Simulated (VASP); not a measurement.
# SnO (Pm) in VASP: a series of runs

SnO is run at these levels: PBEsol; tasks: single point.

Program: VASP 6.6.1. These are calculated values, not measurements. Logs are shortened: lines on timing, memory, paths and dates and some standing lists are left out, and cuts for length are marked.

## Step 1: The cell of the first run

Symmetry: Pm, No. 6, monoclinic system. Conventional cell: a = 3.802 Å, b = 3.802 Å, c = 4.836 Å, α = 90.00°, β = 90.00°, γ = 90.00°. Within 2.9 Å of Sn (site symmetry m) lie 4 O at 2.22 to 2.30 Å. Within 2.3 Å of Sn (site symmetry m) lie 3 O at 1.74 to 2.22 Å. Within 2.3 Å of O (site symmetry m) lie 1 Sn at 1.74 Å. Within 2.9 Å of O (site symmetry m) lie 4 Sn at 2.22 Å and 2 O at 2.30 Å.

## Step 2: Single point, PBEsol (atom 3 (O) moved by (-0.600, +0.000) A along x and z)

File INCAR:

```
PREC = Accurate
ENCUT = 520
EDIFF = 1E-6
ISMEAR = 0
SIGMA = 0.15
LREAL = F
LASPH = T
NELM = 80
ALGO = Normal
ISIF = 2
LWAVE = F
LCHARG = T
GGA = PS
LELF = T
LVHAR = T
NBANDS = 28
```

File KPOINTS:

```
regular mesh
0
Gamma
  12 12 10
```

File POSCAR:

```
SnO
1.0
    3.8020000000      0.0000000000      0.0000000000
    0.0000000000      3.8020000000      0.0000000000
    0.0000000000      0.0000000000      4.8360000000
Sn O
2 2
Direct
    0.0000000000      0.5000000000      0.2385000000
    0.5000000000      0.0000000000      0.7615000000
   -0.1578116781      0.0000000000      0.0000000000
    0.5000000000      0.5000000000      0.0000000000
```

Potentials or basis: VASP PAW PBE potentials, release 64 (Sn_d, O).

The run is started by

```sh
> cat potpaw_PBE.64/Sn_d/POTCAR potpaw_PBE.64/O/POTCAR > POTCAR
> mpirun -np 1 vasp_std > vasp.out
```

OUTCAR:

```text
PREC = Accurate
   ENCUT = 520
   EDIFF = 1E-6
   ISMEAR = 0
   LREAL = F
   LASPH = T
   NELM = 80
   ISIF = 2
   GGA = PS

 ion  position               nearest neighbor table
   1  0.000  0.500  0.239-   4 2.22   4 2.22   3 2.30   3 2.30   2 3.54   2 3.54   2 3.54   2 3.54
                             2 3.69   2 3.69   2 3.69   2 3.69
   2  0.500  0.000  0.761-   3 1.74   4 2.22   4 2.22   3 2.75   1 3.54   1 3.54   1 3.54   1 3.54
                             1 3.69   1 3.69   1 3.69   1 3.69
   3  0.842  0.000  0.000-   2 1.74   1 2.30   1 2.30   2 2.75
   4  0.500  0.500  0.000-   1 2.22   2 2.22   2 2.22   1 2.22

  LATTYP: Found a simple tetragonal cell.
 ALAT       =     3.8020000000
 C/A-ratio  =     1.2719621252

  Lattice vectors:

 A1 = (   3.8020000000,   0.0000000000,   0.0000000000)
 A2 = (   0.0000000000,   3.8020000000,   0.0000000000)
 A3 = (   0.0000000000,   0.0000000000,   4.8360000000)

Analysis of symmetry for initial positions (statically):
=====================================================================
 Subroutine PRICEL returns:
 Original cell was already a primitive cell.

 Routine SETGRP: Setting up the symmetry group for a
 simple tetragonal supercell.

 Subroutine GETGRP returns: Found  2 space group operations
 (whereof  2 operations were pure point group operations)
 out of a pool of 16 trial point group operations.

The static configuration has the point symmetry C_1h.

Analysis of symmetry for dynamics (positions and initial velocities):
=====================================================================
 Subroutine PRICEL returns:
 Original cell was already a primitive cell.

 Routine SETGRP: Setting up the symmetry group for a
 simple tetragonal supercell.

 Subroutine GETGRP returns: Found  2 space group operations
 (whereof  2 operations were pure point group operations)
 out of a pool of 16 trial point group operations.

The dynamic configuration has the point symmetry C_1h.

 Subroutine INISYM returns: Found  2 space group operations
 (whereof  2 operations are pure point group operations),
 and found     1 'primitive' translations

----------------------------------------------------------------------------------------

                                     Primitive cell

  volume of cell :      69.9054

  direct lattice vectors                    reciprocal lattice vectors
     3.802000000  0.000000000  0.000000000     0.263019463  0.000000000  0.000000000
     0.000000000  3.802000000  0.000000000     0.000000000  0.263019463  0.000000000
     0.000000000  0.000000000  4.836000000     0.000000000  0.000000000  0.206782465

  length of vectors
     3.802000000  3.802000000  4.836000000     0.263019463  0.263019463  0.206782465

  position of ions in fractional coordinates (direct lattice)
     0.000000000  0.500000000  0.238500000
     0.500000000  0.000000000  0.761500000
     0.842188322  0.000000000  0.000000000
     0.500000000  0.500000000  0.000000000

  ion indices of the primitive-cell ions
   primitive index   ion index
                 1           1
                 2           2
                 3           3
                 4           4

----------------------------------------------------------------------------------------

 KPOINTS: regular mesh

Automatic generation of k-mesh.
 Grid dimensions read from file:
 generate k-points for:   12   12   10

 Generating k-lattice:

  Cartesian coordinates                     Fractional coordinates (reciprocal lattice)
     0.021918289  0.000000000  0.000000000     0.083333333  0.000000000  0.000000000
     0.000000000  0.021918289  0.000000000     0.000000000  0.083333333  0.000000000
     0.000000000  0.000000000  0.020678246     0.000000000  0.000000000  0.100000000

  Length of vectors
     0.021918289  0.021918289  0.020678246

  Shift w.r.t. Gamma in fractional coordinates (k-lattice)
     0.000000000  0.000000000  0.000000000

 Subroutine IBZKPT returns following result:
 ===========================================

 Found    434 irreducible k-points:

 Following reciprocal coordinates:
            Coordinates               Weight
  0.000000  0.000000  0.000000      1.000000
  0.083333  0.000000  0.000000      2.000000
  0.000000  0.083333  0.000000      2.000000
  0.166667  0.000000  0.000000      2.000000
  0.000000  0.166667  0.000000      2.000000
  0.250000  0.000000  0.000000      2.000000
[... 16 lines left out ...]
  0.500000  0.083333  0.000000      2.000000
 -0.083333  0.500000  0.000000      2.000000
 [... further k-points ...]
   k-points           NKPTS =    434   k-points in BZ     NKDIM =    434   number of bands    NBANDS=     28
   number of dos      NEDOS =    301   number of ions     NIONS =      4
   total plane-waves  NPLWV =  28224
   dimension x,y,z NGX =    28 NGY =   28 NGZ =   36
   dimension x,y,z NGXF=    56 NGYF=   56 NGZF=   72
   ions per type =               2   2
   NGX,Y,Z   is equivalent  to a cutoff of  12.24, 12.24, 12.38 a.u.
   NGXF,Y,Z  is equivalent  to a cutoff of  24.49, 24.49, 24.75 a.u.
 SYSTEM =  unknown system
   PREC   = accura    normal or accurate (medium, high low for compatibility)
   ISTART =      0    job   : 0-new  1-cont  2-samecut
   ICHARG =      2    charge: 1-file 2-atom 10-const
   ISPIN  =      1    spin polarized calculation?
   LNONCOLLINEAR =      F non collinear calculations
   LSORBIT =      F    spin-orbit coupling
   LASPH  =      T    aspherical Exc in radial PAW
   ENCUT  =  520.0 eV  38.22 Ry    6.18 a.u.   7.07  7.07  8.99*2*pi/ulx,y,z
   NELM   =     80;   NELMIN=  2; NELMDL= -5     # of ELM steps
   EDIFF  = 0.1E-05   stopping-criterion for ELM
   LREAL  =      F    real-space projection
   EDIFFG = 0.1E-04   stopping-criterion for IOM
   NSW    =      0    number of steps for IOM
   IBRION =     -1    ionic relax: 0-MD 1-quasi-New 2-CG
   NFREE  =      0    steps in history (QN), initial steepest desc. (CG)
   ISIF   =      2    stress and relaxation
   ISYM   =      2    0-nonsym 1-usesym 2-fastsym
   POTIM  = 0.5000    time-step for ionic-motion
   TEBEG  =    0.0;   TEEND  =   0.0 temperature during run
   PSTRESS=    0.0 pullay stress
   NELECT =      40.0000    total number of electrons
   NUPDOWN=      -1.0000    fix difference up-down
   EMIN   =  10.00;   EMAX   =-10.00  energy-range for DOS
   EFERMI =   0.00;   METHOD = LEGACY
   ISMEAR =     0;   SIGMA  =   0.15  broadening in eV -4-tet -1-fermi 0-gaus
   EFERMI_NEDOS =   21; number of points for ismear=-14 and -15
   IALGO  =     38    algorithm
   IMIX   =      4    mixing-type and parameters
     AMIX     =   0.40;   BMIX     =  1.00
     AMIX_MAG =   1.60;   BMIX_MAG =  1.00
  volume/ion in A,a.u.               =      17.48       117.94
  Fermi-wavevector in a.u.,A,eV,Ry     =   1.359121  2.568365 25.132801  1.847209
  Thomas-Fermi vector in A             =   2.485896
   LORBIT       =      0    0 simple, 1 ext, 2 COOP (PROOUT), +10 PAW based schemes
   GGA     = PS    functional components
   LHFCALC =     F    Hartree Fock is set to
   AEXX    =    0.0000 exact exchange contribution
   IVDW    =     0    specifies the selected vdW correction
   LEPSILON=     F    determine dielectric tensor
   LRPA    =     F    only Hartree local field effects (RPA)
 non-spin polarized calculation
 Gauss-broadening in eV      SIGMA  =   0.15
  energy-cutoff  :      520.00
  volume of cell :       69.91
 maximum number of plane-waves:      1904
   NGX = 15   NGY = 15   NGZ = 17

 number of electron      39.9999991 magnetization

 Free energy of the ion-electron system (eV)
  ---------------------------------------------------
  ext. energy  EPLUGINS =         0.00000000
  ---------------------------------------------------
  free energy    TOTEN  =       -22.07790145 eV

  energy without entropy =      -22.07631468  energy(sigma->0) =      -22.07710807

 E-fermi :   7.1171     XC(G=0): -10.4684

 val. band max:        7.0997502250   @ k =  -0.0833   0.0000   0.1000
 cond. band min:       7.1178601184   @ k =   0.0000   0.0000   0.0000
 fundamental gap:      0.0181098934
 Fermi energy:         7.1170599485

 k-point     1 :       0.0000    0.0000    0.0000
  band No.  band energies     occupation
      1     -15.7022      2.00000
      2     -14.7574      2.00000
      3     -14.5064      2.00000
      4     -14.4890      2.00000
      5     -14.4832      2.00000
      6     -14.4672      2.00000
[... 20 lines left out ...]
     27      14.1051      0.00000
     28      15.0504      0.00000

 k-point     2 :       0.0833    0.0000    0.0000
  band No.  band energies     occupation
      1     -15.7038      2.00000
      2     -14.7560      2.00000
      3     -14.5055      2.00000
      4     -14.4981      2.00000
      5     -14.4842      2.00000
      6     -14.4647      2.00000
[... 20 lines left out ...]
     27      14.4348      0.00000
     28      15.3170      0.00000

 k-point     3 :       0.0000    0.0833    0.0000
  band No.  band energies     occupation
      1     -15.7021      2.00000
      2     -14.7568      2.00000
      3     -14.5069      2.00000
      4     -14.4870      2.00000
      5     -14.4843      2.00000
      6     -14.4660      2.00000
[... 20 lines left out ...]
     27      14.4203      0.00000
     28      15.2110      0.00000

 k-point     4 :       0.1667    0.0000    0.0000
  band No.  band energies     occupation
      1     -15.7081      2.00000
      2     -14.7543      2.00000
      3     -14.5182      2.00000
      4     -14.5030      2.00000
      5     -14.4866      2.00000
      6     -14.4580      2.00000
[... 578 lines left out ...]
     27      15.5263      0.00000
     28      16.2663      0.00000

 k-point    23 :       0.5000    0.0833    0.0000
  band No.  band energies     occupation
      1     -15.7267      2.00000
      2     -14.7869      2.00000
      3     -14.5429      2.00000
      4     -14.5010      2.00000
      5     -14.4883      2.00000
      6     -14.4234      2.00000
[... 20 lines left out ...]
     27      15.6268      0.00000
     28      15.8390      0.00000

 k-point    24 :      -0.0833    0.5000    0.0000
  band No.  band energies     occupation
      1     -15.7035      2.00000
      2     -14.7626      2.00000
      3     -14.5073      2.00000
      4     -14.4882      2.00000
      5     -14.4878      2.00000
      6     -14.4477      2.00000
[... 20 lines left out ...]
     27      15.3955      0.00000
     28      16.2787      0.00000

 [... further k-points ...]
[... 5 lines left out ...]
  --------------------------------------------------------------------------------------
  -------------------------------------------------------------------------------------
  Total        9.0643541      3.4566557      5.8546306      0.0000000      0.0000000      7.0332942
  in kB      207.7480363     79.2238948    134.1836377      0.0000000      0.0000000    161.1977021
  external PRESSURE =     140.3851896 kB  Pullay stress =       0.0000000 kB

 VOLUME and BASIS-vectors are now :
 -----------------------------------------------------------------------------
  energy-cutoff  :      520.00
  volume of cell :       69.91
      direct lattice vectors                 reciprocal lattice vectors
     3.802000000  0.000000000  0.000000000     0.263019463  0.000000000  0.000000000
     0.000000000  3.802000000  0.000000000     0.000000000  0.263019463  0.000000000
     0.000000000  0.000000000  4.836000000     0.000000000  0.000000000  0.206782465

 POSITION                                       TOTAL-FORCE (eV/Angst)
 -----------------------------------------------------------------------------------
      0.00000      1.90100      1.15339        -0.498563      0.000000     -0.233056
      1.90100      0.00000      3.68261        -6.038015      0.000000     -5.506223
      3.20200      0.00000      0.00000         9.311068      0.000000      6.000194
      1.90100      1.90100      0.00000        -2.774489      0.000000     -0.260915
 -----------------------------------------------------------------------------------
    total drift:                                0.000909      0.000000      0.000418

  FREE ENERGIE OF THE ION-ELECTRON SYSTEM (eV)
  ---------------------------------------------------
  free  energy   TOTEN  =       -22.0779014528 eV

  energy  without entropy=      -22.0763146842  energy(sigma->0) =      -22.07710807
```

Wall time 4 min (1 thread of Intel Xeon 6975P-C (Granite Rapids), shared host); peak memory 0.7 GiB.

Results:

```
Free energy            : -22.0779 eV
Pressure               : 14.0 GPa
Largest force          : 11.077 eV/Å
Band gap on the k mesh : zero (band 20 reaches 7.12 eV, above the bottom of band 21 at 6.96 eV)
```

Forces in eV/Å, atoms in the order of the input:
```
Sn  -0.499  0.000 -0.233
Sn  -6.038  0.000 -5.506
O    9.311  0.000  6.000
O   -2.774  0.000 -0.261
```

Levels at points of the mesh, in eV from the Fermi level:
```
           k point  band 17  band 18  band 19  band 20  band 21  band 22  band 23  band 24
(0.00, 0.00, 0.00)    -3.99    -3.41    -2.44     0.00     1.32     4.00     4.13     5.43
(0.50, 0.00, 0.00)    -4.52    -3.37    -3.25    -2.80     1.83     4.55     4.93     5.36
(0.00, 0.50, 0.00)    -4.60    -4.57    -2.50    -2.26     2.43     2.59     4.17     4.89
(0.50, 0.50, 0.00)    -2.65    -2.49    -2.11    -1.86    -0.16     0.19     3.68     4.15
(0.00, 0.00, 0.50)    -3.53    -3.12    -2.52    -2.46     2.19     2.64     3.16     3.88
(0.50, 0.00, 0.50)    -5.01    -3.34    -2.41    -1.46     2.09     2.70     4.74     5.51
(0.00, 0.50, 0.50)    -4.31    -4.28    -1.83    -1.71     1.88     1.92     4.42     5.30
(0.50, 0.50, 0.50)    -3.00    -2.84    -2.36    -2.16     1.84     2.23     3.03     3.43
```

Caveat: the cell differs from its parent crystal (atom 3 (O) moved by (-0.600, +0.000) A along x and z); the PAW data sets were made with another functional, which shifts forces and pressure a little; spin-orbit coupling is left out, which moves the levels of the heavy elements.

## Step 3: Single point, PBEsol (atom 3 (O) moved by (-0.600, +0.600) A along x and z)

File INCAR:

```
SYSTEM = SnO
PREC = Accurate
ENCUT = 520
EDIFF = 1E-7
ISMEAR = 0
SIGMA = 0.15
LREAL = .False.
LASPH = .True.
NELM = 80
ALGO = Normal
ISIF = 2
LWAVE = .False.
LCHARG = .False.
GGA = PS
NBANDS = 28
```

File KPOINTS:

```
Automatic mesh
0
Gamma
  12 12 10
  0 0 0
```

POSCAR, as its differences from that of step 2:

```diff
@@ -10,3 +10,3 @@
     0.5000000000      0.0000000000      0.7615000000
-   -0.1578116781      0.0000000000      0.0000000000
+   -0.1578116781      0.0000000000      0.1240694789
     0.5000000000      0.5000000000      0.0000000000
```

Potentials or basis: VASP PAW PBE potentials, release 64 (Sn_d, O).

The run is started by

```sh
> cat potpaw_PBE.64/Sn_d/POTCAR potpaw_PBE.64/O/POTCAR > POTCAR
> mpirun -np 1 vasp_std > vasp.out
```

Wall time 4.5 min (1 thread of Intel Xeon 6975P-C (Granite Rapids), shared host); peak memory 0.7 GiB.

It converged, with:

```
Free energy            : -22.9377 eV
Pressure               : 4.7 GPa
Largest force          : 1.947 eV/Å
Band gap on the k mesh : zero (band 20 reaches 7.34 eV, above the bottom of band 21 at 6.51 eV)
```

Forces on the atoms (eV/Å):
```
Sn   0.269  0.000  1.899
Sn   0.406  0.000  0.066
O    1.215  0.000 -1.498
O   -1.890  0.000 -0.468
```

Stress tensor (GPa, compression positive):
```
-0.81  0.00  2.15
 0.00 13.01  0.00
 2.15  0.00  2.00
```

Levels at points of the mesh, in eV from the Fermi level:
```tsv
k point	band 17	band 18	band 19	band 20	band 21	band 22	band 23	band 24
(0.00, 0.00, 0.00)	-3.91	-3.70	-3.42	0.18	1.71	3.47	4.37	5.07
(0.50, 0.00, 0.00)	-4.96	-4.21	-2.62	-2.11	0.51	3.15	5.13	5.79
(0.00, 0.50, 0.00)	-4.60	-3.85	-2.63	-1.83	3.09	3.26	3.73	4.36
(0.50, 0.50, 0.00)	-3.21	-3.16	-2.04	-1.19	-0.58	0.44	3.84	4.99
(0.00, 0.00, 0.50)	-3.87	-3.53	-2.84	-2.21	2.37	2.62	3.57	3.67
(0.50, 0.00, 0.50)	-4.61	-4.20	-2.35	-1.08	1.41	2.27	5.27	5.71
(0.00, 0.50, 0.50)	-4.31	-3.99	-2.19	-1.32	1.56	2.47	4.10	5.51
(0.50, 0.50, 0.50)	-4.00	-3.46	-1.75	-1.28	0.94	2.25	3.37	4.00
```

Caveat: the cell differs from its parent crystal (atom 3 (O) moved by (-0.600, +0.600) A along x and z); the PAW data sets were made with another functional, which shifts forces and pressure a little; spin-orbit coupling is left out, which moves the levels of the heavy elements.

## Step 4: Single point, PBEsol (atom 3 (O) moved by (-0.300, -0.600) A along x and z)

File INCAR:

```
PREC = Accurate ; ENCUT = 520
EDIFF = 1E-6 ; ISMEAR = 0
SIGMA = 0.15 ; LREAL = F
LASPH = T ; NELM = 100
ALGO = Normal ; ISIF = 2
LWAVE = F ; LCHARG = F
GGA = PS ; NBANDS = 28
```

File KPOINTS:

```
regular mesh
0
Gamma
  12 12 10
```

POSCAR, as its differences from that of step 3:

```diff
@@ -10,3 +10,3 @@
     0.5000000000      0.0000000000      0.7615000000
-   -0.1578116781      0.0000000000      0.1240694789
+   -0.0789058390      0.0000000000     -0.1240694789
     0.5000000000      0.5000000000      0.0000000000
```

The run is started by

```sh
> cat potpaw_PBE.64/Sn_d/POTCAR potpaw_PBE.64/O/POTCAR > POTCAR
> mpirun -np 1 vasp_std > vasp.out
```

It took 6.2 min on 1 thread of AMD EPYC 9R45 (Zen 5), shared host; peak memory 0.67 GiB.

The run converged. Its results:

```
Free energy            : -21.6212 eV
Pressure               : 14.4 GPa
Largest force          : 12.462 eV/Å
Band gap on the k mesh : zero (band 20 reaches 6.92 eV, above the bottom of band 21 at 6.59 eV)
```

Forces in eV/Å, atoms in the order of the input:
```
Sn   0.014  0.000 -0.094
Sn  -9.930  0.000 -5.167
O   11.234  0.000  5.393
O   -1.319  0.000 -0.133
```

Stress tensor (GPa, compression positive):
```
40.39  0.00 10.77
 0.00 -1.81  0.00
10.77  0.00  4.55
```

Levels at points of the mesh, in eV from the Fermi level:
```
           k point  band 18  band 19  band 20  band 21  band 22  band 23
(0.00, 0.00, 0.00)    -3.77    -2.85    -0.16     2.15     3.82     4.44
(0.50, 0.00, 0.00)    -3.64    -2.87    -1.94     3.41     4.11     4.38
(0.00, 0.50, 0.00)    -4.83    -2.40    -1.85     1.32     1.85     5.26
(0.50, 0.50, 0.00)    -3.01    -2.04    -0.62    -0.37     0.15     3.93
(0.00, 0.00, 0.50)    -3.02    -2.85    -1.84     1.58     2.58     3.66
(0.50, 0.00, 0.50)    -3.57    -2.64    -0.98     2.42     3.18     3.75
(0.00, 0.50, 0.50)    -4.69    -2.08    -0.95     1.44     2.20     5.37
(0.50, 0.50, 0.50)    -3.32    -1.90    -1.02     1.16     2.33     3.78
```

Caveat: the cell differs from its parent crystal (atom 3 (O) moved by (-0.300, -0.600) A along x and z); the PAW data sets were made with another functional, which shifts forces and pressure a little; spin-orbit coupling is left out, which moves the levels of the heavy elements.
